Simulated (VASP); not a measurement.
# KBr (Fm-3m) in VASP: settings compared, part 2 of 2

VASP 6.6.1. Earlier steps stand in the parts before.

### 4 Relaxation of cell and atoms, PBEsol+D4

The input, INCAR:

```
PREC = Accurate
ENCUT = 600
EDIFF = 1E-7
ISMEAR = -1
SIGMA = 0.05
LREAL = F
LASPH = T
NELM = 60
ALGO = Normal
ISIF = 3
LWAVE = F
LCHARG = F
GGA = PS
IVDW = 13
IBRION = 2
NSW = 60
EDIFFG = -0.01
```

The input, KPOINTS:

```
Automatic mesh
0
Gamma
  7 7 7
```

The input, POSCAR:

```
KBr
1.0
    0.0000000000      3.3000000000      3.3000000000
    3.3000000000      0.0000000000      3.3000000000
    3.3000000000      3.3000000000      0.0000000000
Br K
1 1
Direct
    0.5000000000      0.5000000000      0.5000000000
    0.0000000000      0.0000000000      0.0000000000
```

Potentials or basis: VASP PAW PBE potentials, release 64 (Br, K_sv).

Run with:

```sh
cat potpaw_PBE.64/Br/POTCAR potpaw_PBE.64/K_sv/POTCAR > POTCAR
mpirun -np 1 vasp_std > vasp.out
```

OUTCAR:

```text
PREC = Accurate
   ENCUT = 600
   EDIFF = 1E-7
   ISMEAR = -1
   LREAL = F
   LASPH = T
   NELM = 60
   ISIF = 3
   GGA = PS
   IVDW = 13
   IBRION = 2
   NSW = 60
   EDIFFG = -0.01

 ion  position               nearest neighbor table
   1  0.500  0.500  0.500-   2 3.30   2 3.30   2 3.30   2 3.30   2 3.30   2 3.30
   2  0.000  0.000  0.000-   1 3.30   1 3.30   1 3.30   1 3.30   1 3.30   1 3.30

  LATTYP: Found a face centered cubic cell.
 ALAT       =     6.6000000000

  Lattice vectors:

 A1 = (   0.0000000000,   3.3000000000,   3.3000000000)
 A2 = (   3.3000000000,   0.0000000000,   3.3000000000)
 A3 = (   3.3000000000,   3.3000000000,   0.0000000000)

Analysis of symmetry for initial positions (statically):
=====================================================================
 Subroutine PRICEL returns:
 Original cell was already a primitive cell.

 Routine SETGRP: Setting up the symmetry group for a
 face centered cubic supercell.

 Subroutine GETGRP returns: Found 48 space group operations
 (whereof 48 operations were pure point group operations)
 out of a pool of 48 trial point group operations.

The static configuration has the point symmetry O_h .

Analysis of symmetry for dynamics (positions and initial velocities):
=====================================================================
 Subroutine PRICEL returns:
 Original cell was already a primitive cell.

 Routine SETGRP: Setting up the symmetry group for a
 face centered cubic supercell.

 Subroutine GETGRP returns: Found 48 space group operations
 (whereof 48 operations were pure point group operations)
 out of a pool of 48 trial point group operations.

The dynamic configuration has the point symmetry O_h .

 Subroutine INISYM returns: Found 48 space group operations
 (whereof 48 operations are pure point group operations),
 and found     1 'primitive' translations

----------------------------------------------------------------------------------------

                                     Primitive cell

  volume of cell :      71.8740

  direct lattice vectors                    reciprocal lattice vectors
     0.000000000  3.300000000  3.300000000    -0.151515152  0.151515152  0.151515152
     3.300000000  0.000000000  3.300000000     0.151515152 -0.151515152  0.151515152
     3.300000000  3.300000000  0.000000000     0.151515152  0.151515152 -0.151515152

  length of vectors
     4.666904756  4.666904756  4.666904756     0.262431941  0.262431941  0.262431941

  position of ions in fractional coordinates (direct lattice)
     0.500000000  0.500000000  0.500000000
     0.000000000  0.000000000  0.000000000

  ion indices of the primitive-cell ions
   primitive index   ion index
                 1           1
                 2           2

----------------------------------------------------------------------------------------

 KPOINTS: Automatic mesh

Automatic generation of k-mesh.
 Grid dimensions read from file:
 generate k-points for:    7    7    7

 Generating k-lattice:

  Cartesian coordinates                     Fractional coordinates (reciprocal lattice)
    -0.021645022  0.021645022  0.021645022     0.142857143  0.000000000  0.000000000
     0.021645022 -0.021645022  0.021645022     0.000000000  0.142857143  0.000000000
     0.021645022  0.021645022 -0.021645022     0.000000000  0.000000000  0.142857143

  Length of vectors
     0.037490277  0.037490277  0.037490277

  Shift w.r.t. Gamma in fractional coordinates (k-lattice)
     0.000000000  0.000000000  0.000000000

 Subroutine IBZKPT returns following result:
 ===========================================

 Found     20 irreducible k-points:

 Following reciprocal coordinates:
            Coordinates               Weight
  0.000000  0.000000  0.000000      1.000000
  0.142857  0.000000  0.000000      8.000000
  0.285714  0.000000  0.000000      8.000000
  0.428571  0.000000  0.000000      8.000000
  0.142857  0.142857  0.000000      6.000000
  0.285714  0.142857  0.000000     24.000000
[... 12 lines left out ...]
 -0.428571  0.428571  0.142857     24.000000
 -0.285714  0.428571  0.142857     24.000000
   k-points           NKPTS =     20   k-points in BZ     NKDIM =     20   number of bands    NBANDS=     12
   number of dos      NEDOS =    301   number of ions     NIONS =      2
   total plane-waves  NPLWV =  64000
   dimension x,y,z NGX =    40 NGY =   40 NGZ =   40
   dimension x,y,z NGXF=    80 NGYF=   80 NGZF=   80
   ions per type =               1   1
   NGX,Y,Z   is equivalent  to a cutoff of  14.25, 14.25, 14.25 a.u.
   NGXF,Y,Z  is equivalent  to a cutoff of  28.50, 28.50, 28.50 a.u.
 SYSTEM =  unknown system
   PREC   = accura    normal or accurate (medium, high low for compatibility)
   ISTART =      0    job   : 0-new  1-cont  2-samecut
   ICHARG =      2    charge: 1-file 2-atom 10-const
   ISPIN  =      1    spin polarized calculation?
   LNONCOLLINEAR =      F non collinear calculations
   LSORBIT =      F    spin-orbit coupling
   LASPH  =      T    aspherical Exc in radial PAW
   ENCUT  =  600.0 eV  44.10 Ry    6.64 a.u.   9.32  9.32  9.32*2*pi/ulx,y,z
   NELM   =     60;   NELMIN=  2; NELMDL= -5     # of ELM steps
   EDIFF  = 0.1E-06   stopping-criterion for ELM
   LREAL  =      F    real-space projection
   EDIFFG = -.1E-01   stopping-criterion for IOM
   NSW    =     60    number of steps for IOM
   IBRION =      2    ionic relax: 0-MD 1-quasi-New 2-CG
   NFREE  =      1    steps in history (QN), initial steepest desc. (CG)
   ISIF   =      3    stress and relaxation
   ISYM   =      2    0-nonsym 1-usesym 2-fastsym
   POTIM  = 0.5000    time-step for ionic-motion
   TEBEG  =    0.0;   TEEND  =   0.0 temperature during run
   PSTRESS=    0.0 pullay stress
   NELECT =      16.0000    total number of electrons
   NUPDOWN=      -1.0000    fix difference up-down
   EMIN   =  10.00;   EMAX   =-10.00  energy-range for DOS
   EFERMI =   0.00;   METHOD = LEGACY
   ISMEAR =    -1;   SIGMA  =   0.05  broadening in eV -4-tet -1-fermi 0-gaus
   EFERMI_NEDOS =   21; number of points for ismear=-14 and -15
   IALGO  =     38    algorithm
   IMIX   =      4    mixing-type and parameters
     AMIX     =   0.40;   BMIX     =  1.00
     AMIX_MAG =   1.60;   BMIX_MAG =  1.00
  volume/ion in A,a.u.               =      35.94       242.51
  Fermi-wavevector in a.u.,A,eV,Ry     =   0.992181  1.874950 13.393889  0.984423
  Thomas-Fermi vector in A             =   2.123975
   LORBIT       =      0    0 simple, 1 ext, 2 COOP (PROOUT), +10 PAW based schemes
   GGA     = PS    functional components
   LHFCALC =     F    Hartree Fock is set to
   AEXX    =    0.0000 exact exchange contribution
   IVDW    =    13    specifies the selected vdW correction
   LEPSILON=     F    determine dielectric tensor
   LRPA    =     F    only Hartree local field effects (RPA)
 conjugate gradient relaxation of ions
 non-spin polarized calculation
  energy-cutoff  :      600.00
  volume of cell :       71.87
 maximum number of plane-waves:      2421
 NGX is ok and might be reduce to    40
   NGX = 19   NGY = 19   NGZ = 19

--------------------------------------- Ionic step        1  -------------------------------------------

 number of electron      16.0000000 magnetization

 Free energy of the ion-electron system (eV)
  ---------------------------------------------------
  ext. energy  EPLUGINS =         0.00000000
  ---------------------------------------------------
  free energy    TOTEN  =        -6.45885932 eV

  energy without entropy =       -6.45885932  energy(sigma->0) =       -6.45885932

------------------------ aborting loop because EDIFF is reached ----------------------------------------

  DFT-D4 for vdW energy calculation

  Edisp (eV):   -0.15072

  FORCE on cell =-STRESS in cart. coord.  units (eV):
  Direction    XX          YY          ZZ          XY          YZ          ZX
  --------------------------------------------------------------------------------------
  -------------------------------------------------------------------------------------
  Total      -0.28031    -0.28031    -0.28031     0.00000     0.00000     0.00000
  in kB      -6.24844    -6.24844    -6.24844     0.00000     0.00000     0.00000
  external pressure =       -6.25 kB  Pullay stress =        0.00 kB
[... 61 lines left out ...]
  energy  without entropy=       -6.6139684508  energy(sigma->0) =       -6.61396845

--------------------------------------- Ionic step        3  -------------------------------------------

 number of electron      16.0000001 magnetization

 Free energy of the ion-electron system (eV)
  ---------------------------------------------------
  ext. energy  EPLUGINS =         0.00000000
  ---------------------------------------------------
  free energy    TOTEN  =        -6.45837592 eV

  energy without entropy =       -6.45837592  energy(sigma->0) =       -6.45837592

 E-fermi :  -0.6335     XC(G=0):  -7.7177

 val. band max:       -1.6620874628   @ k =   0.0000   0.0000   0.0000
 cond. band min:       2.7180845871   @ k =   0.0000   0.0000   0.0000
 fundamental gap:      4.3801720499
 Fermi energy:        -0.6335020354

 k-point     1 :       0.0000    0.0000    0.0000
  band No.  band energies     occupation
      1     -29.1896      2.00000
      2     -14.0215      2.00000
      3     -12.7366      2.00000
      4     -12.7366      2.00000
      5     -12.7366      2.00000
      6      -1.6621      2.00000
      7      -1.6621      2.00000
      8      -1.6621      2.00000
      9       2.7181      0.00000
     10       5.8653      0.00000
     11       5.8653      0.00000
     12       5.8653      0.00000
[... 316 lines left out ...]
  FREE ENERGIE OF THE ION-ELECTRON SYSTEM (eV)
  ---------------------------------------------------
  free  energy   TOTEN  =        -6.6155901555 eV

  energy  without entropy=       -6.6155901554  energy(sigma->0) =       -6.61559016

 reached required accuracy - stopping structural energy minimisation
```

OSZICAR:

```text
N       E                     dE             d eps       ncg     rms          rms(c)
DAV:   1     0.114737621905E+03    0.11474E+03   -0.77220E+03   480   0.132E+03
DAV:   2     0.733282660975E+00   -0.11400E+03   -0.10636E+03   616   0.282E+02
DAV:   3    -0.635354724679E+01   -0.70868E+01   -0.70611E+01   620   0.661E+01
[... 32 lines left out ...]
DAV:   7    -0.645837374933E+01   -0.37899E-06   -0.20730E-06   716   0.874E-03    0.875E-03
DAV:   8    -0.645837531139E+01   -0.15621E-05   -0.42225E-07   884   0.524E-03    0.653E-03
DAV:   9    -0.645837569172E+01   -0.38033E-06   -0.35287E-07   588   0.521E-03    0.205E-03
DAV:  10    -0.645837589864E+01   -0.20692E-06   -0.12089E-07   540   0.270E-03    0.481E-04
DAV:  11    -0.645837592057E+01   -0.21921E-07   -0.17226E-08   304   0.107E-03
   3 F= -.66155902E+01 E0= -.66155902E+01  d E =-.601324E-02
```

Run time: 2.7 min. Hardware: 1 thread of AMD EPYC, shared host; peak memory 0.21 GiB.

What came out:

```
Free energy                            : -6.6156 eV
Relaxed volume                         : 34.50 Å³/atom
Relaxed cell                           : a = 4.604 Å, b = 4.604 Å, c = 4.604 Å, α = 60.00°, β = 60.00°, γ = 60.00°
Space group after relaxing (to 0.05 Å) : Fm-3m (No. 225)
Energy gained by relaxing              : 3.0 meV/atom
Ionic steps                            : 3
Pressure after relaxing                : 0.0 GPa
Band gap on the k mesh                 : 4.38 eV, direct
Dispersion energy per atom             : -0.079 eV
```

Step by step:
| step | energy change (eV) | largest force (eV/Å) | pressure (GPa) | volume (Å³) |
| --- | --- | --- | --- | --- |
| 1 | 0.0000 | 0.0000 | -0.62 | 71.87 |
| 2 | -0.0044 | 0.0000 | -0.34 | 70.43 |
| 3 | -0.0060 | 0.0000 | -0.02 | 69.01 |

Final structure:
```
CELL_PARAMETERS angstrom
0.00000 3.25552 3.25552
3.25552 0.00000 3.25552
3.25552 3.25552 0.00000
ATOMIC_POSITIONS crystal
Br 0.50000 0.50000 0.50000
K 0.00000 0.00000 0.00000
```

Caveat: the PAW data sets were made with another functional, which shifts forces and pressure a little. Expect the measured gap to be larger: semilocal functionals such as PBEsol lack the derivative discontinuity.

### 5 Single point, LDA

This run uses another cell than the first one, of 32.39 Å³/atom, 0.901 times its volume.

The input, INCAR:

```
SYSTEM = KBr
  PREC = Accurate
  ENCUT = 520
  EDIFF = 1E-7
  ISMEAR = -1
  SIGMA = 0.05
  LREAL = .False.
  LASPH = .True.
  NELM = 100
  ALGO = Normal
  ISIF = 2
  LWAVE = .False.
  LCHARG = .True.
  GGA = CA
  LELF = .True.
  LVHAR = .True.
  NBANDS = 15
```

The input, KPOINTS:

```
Automatic mesh
0
Gamma
  7 7 7
  0 0 0
```

The input, POSCAR:

```
KBr
1.0
    0.0000000000      3.1875702235      3.1875702235
    3.1875702235      0.0000000000      3.1875702235
    3.1875702235      3.1875702235      0.0000000000
Br K
1 1
Direct
    0.5000000000      0.5000000000      0.5000000000
    0.0000000000      0.0000000000      0.0000000000
```

Potentials or basis: VASP PAW LDA potentials, release 64 (Br, K_sv).

Run with:

```sh
cat potpaw_LDA.64/Br/POTCAR potpaw_LDA.64/K_sv/POTCAR > POTCAR
mpirun -np 1 vasp_std > vasp.out
```

It took 20 s on 1 thread of Intel Xeon 6975P-C, shared host; peak memory 0.18 GiB.

Results (log left out):

```yaml
Free_energy: -6.8346 eV
Pressure: 0.1 GPa
Band_gap_on_the_k_mesh: 4.32 eV, direct
```

Levels at points of the mesh, in eV from the valence-band top:
```csv
k point,band 5,band 6,band 7,band 8,band 9,band 10,band 11,band 12
"(0.00, 0.00, 0.00)",-10.94,0.00,0.00,0.00,4.32,7.34,7.34,7.34
```

### 6 Single point, PBE

This run uses another cell than the first one, of 37.60 Å³/atom, 1.046 times its volume.

The input, INCAR:

```
PREC = Accurate ; ENCUT = 520
EDIFF = 1E-7 ; ISMEAR = -1
SIGMA = 0.05 ; LREAL = F
LASPH = T ; NELM = 100
ALGO = Normal ; ISIF = 2
LWAVE = F ; LCHARG = F
GGA = PE ; NBANDS = 15
```

The input, KPOINTS:

```
regular mesh
0
Gamma
  7 7 7
```

The input, POSCAR:

```
KBr
1.0
    0.0000000000      3.3502234363      3.3502234363
    3.3502234363      0.0000000000      3.3502234363
    3.3502234363      3.3502234363      0.0000000000
Br K
1 1
Direct
    0.5000000000      0.5000000000      0.5000000000
    0.0000000000      0.0000000000      0.0000000000
```

Potentials or basis: VASP PAW PBE potentials, release 64 (Br, K_sv).

Run with:

```sh
cat potpaw_PBE.64/Br/POTCAR potpaw_PBE.64/K_sv/POTCAR > POTCAR
mpirun -np 1 vasp_std > vasp.out
```

OUTCAR:

```text
PREC = Accurate
   ENCUT = 520
   EDIFF = 1E-7
   ISMEAR = -1
   LREAL = F
   LASPH = T
   NELM = 100
   ISIF = 2
   GGA = PE

 ion  position               nearest neighbor table
   1  0.500  0.500  0.500-
   2  0.000  0.000  0.000-

  LATTYP: Found a face centered cubic cell.
 ALAT       =     6.7004468726

  Lattice vectors:

[... 535 lines left out ...]
     13       8.3900      0.00000
     14       8.4250      0.00000
     15       9.1183      0.00000

------------------------ aborting loop because EDIFF is reached ----------------------------------------

  FORCE on cell =-STRESS in cart. coord.  units (eV):
  Direction    XX          YY          ZZ          XY          YZ          ZX
  --------------------------------------------------------------------------------------
  -------------------------------------------------------------------------------------
  Total        0.0280818      0.0280818      0.0280818     -0.0000000      0.0000000     -0.0000000
  in kB        0.5982515      0.5982515      0.5982515     -0.0000000      0.0000000     -0.0000000
  external PRESSURE =       0.5982515 kB  Pullay stress =       0.0000000 kB

 VOLUME and BASIS-vectors are now :
 -----------------------------------------------------------------------------
  energy-cutoff  :      520.00
  volume of cell :       75.21
      direct lattice vectors                 reciprocal lattice vectors
     0.000000000  3.350223436  3.350223436    -0.149243777  0.149243777  0.149243777
     3.350223436  0.000000000  3.350223436     0.149243777 -0.149243777  0.149243777
     3.350223436  3.350223436  0.000000000     0.149243777  0.149243777 -0.149243777

 POSITION                                       TOTAL-FORCE (eV/Angst)
 -----------------------------------------------------------------------------------
      3.35022      3.35022      3.35022         0.000000     -0.000000      0.000000
      0.00000      0.00000      0.00000        -0.000000      0.000000     -0.000000
 -----------------------------------------------------------------------------------
    total drift:                                0.000000      0.000000      0.000000

  FREE ENERGIE OF THE ION-ELECTRON SYSTEM (eV)
  ---------------------------------------------------
  free  energy   TOTEN  =        -6.2235509688 eV

  energy  without entropy=       -6.2235509687  energy(sigma->0) =       -6.22355097
```

OSZICAR:

```text
N       E                     dE             d eps       ncg     rms          rms(c)
DAV:   1     0.979202353527E+02    0.97920E+02   -0.66979E+03   600   0.925E+02
DAV:   2    -0.172108139850E-01   -0.97937E+02   -0.90671E+02   762   0.228E+02
DAV:   3    -0.615387915761E+01   -0.61367E+01   -0.61048E+01   838   0.497E+01
DAV:   4    -0.640523525940E+01   -0.25136E+00   -0.25128E+00   945   0.907E+00
DAV:   5    -0.640724860930E+01   -0.20133E-02   -0.20133E-02   838   0.917E-01    0.289E+00
DAV:   6    -0.622542516514E+01    0.18182E+00   -0.22808E-01   761   0.225E+00    0.210E+00
DAV:   7    -0.621281798501E+01    0.12607E-01   -0.11012E-01   810   0.176E+00    0.984E-01
DAV:   8    -0.622240488171E+01   -0.95869E-02   -0.12321E-02   651   0.802E-01    0.117E-01
DAV:   9    -0.622322835658E+01   -0.82347E-03   -0.94880E-04   824   0.188E-01    0.805E-02
DAV:  10    -0.622353248626E+01   -0.30413E-03   -0.32499E-04   621   0.104E-01    0.143E-02
DAV:  11    -0.622354840762E+01   -0.15921E-04   -0.31193E-05   824   0.303E-02    0.539E-03
DAV:  12    -0.622355088634E+01   -0.24787E-05   -0.44686E-06   635   0.138E-02    0.217E-03
DAV:  13    -0.622355096878E+01   -0.82438E-07   -0.27390E-07   859   0.286E-03
   1 F= -.62235510E+01 E0= -.62235510E+01  d E =-.440164E-10
```

stdout:

```text
POSCAR found type information on POSCAR BrK
 POSCAR found :  2 types and       2 ions
 scaLAPACK will be used
 LDA part: xc-table for (Slater+PW92), standard interpolation
 POSCAR, INCAR and KPOINTS ok, starting setup
 FFT: planning ... GRIDC
 FFT: planning ... GRID_SOFT
 FFT: planning ... GRID
 WAVECAR not read
 entering main loop
```

Run time: 24 s. Hardware: 1 thread of Intel Xeon 6975P-C, shared host; peak memory 0.21 GiB.

What came out:

- Free energy: -6.2236 eV
- Pressure: 0.1 GPa
- Band gap on the k mesh: 4.32 eV, direct

A k mesh can miss the band edges. Expect the measured gap to be larger: semilocal functionals such as PBE lack the derivative discontinuity.

### 7 Overview

| task | level | potentials or basis | cell | cutoff (eV) | gap on the mesh (eV) | pressure (GPa) | relaxed volume (Å³/atom) |
| --- | --- | --- | --- | --- | --- | --- | --- |
| relaxation of cell and atoms | PBE+D4 | VASP PAW PBE potentials, release 64 (Br, K_sv) | relaxed from a = 4.667 Å, angles 60.0°, 2 atoms | 600 | 4.41 | 0.0 | 36.22 |
| relaxation of cell and atoms | PBEsol+D3(BJ) | VASP PAW PBE potentials, release 64 (Br, K_sv) | relaxed from a = 4.667 Å, angles 60.0°, 2 atoms | 600 | 4.49 | 0.0 | 33.14 |
| relaxation of cell and atoms | PBEsol+D4 | VASP PAW PBE potentials, release 64 (Br, K_sv) | relaxed from a = 4.667 Å, angles 60.0°, 2 atoms | 600 | 4.38 | 0.0 | 34.50 |
| single point | LDA | VASP PAW LDA potentials, release 64 (Br, K_sv) | a = 4.508 Å, angles 60.0°, 2 atoms | 520 | 4.32 | 0.1 | - |
| single point | PBE | VASP PAW PBE potentials, release 64 (Br, K_sv) | a = 4.738 Å, angles 60.0°, 2 atoms | 520 | 4.32 | 0.1 | - |

Alike in all rows: no spin polarisation; k mesh 7 × 7 × 7; smearing fermi-dirac 0.05 eV.

Caveats: the PAW data sets were made with another functional, which shifts forces and pressure a little (some runs).

Absolute energies hang on the potentials; compare differences alone.
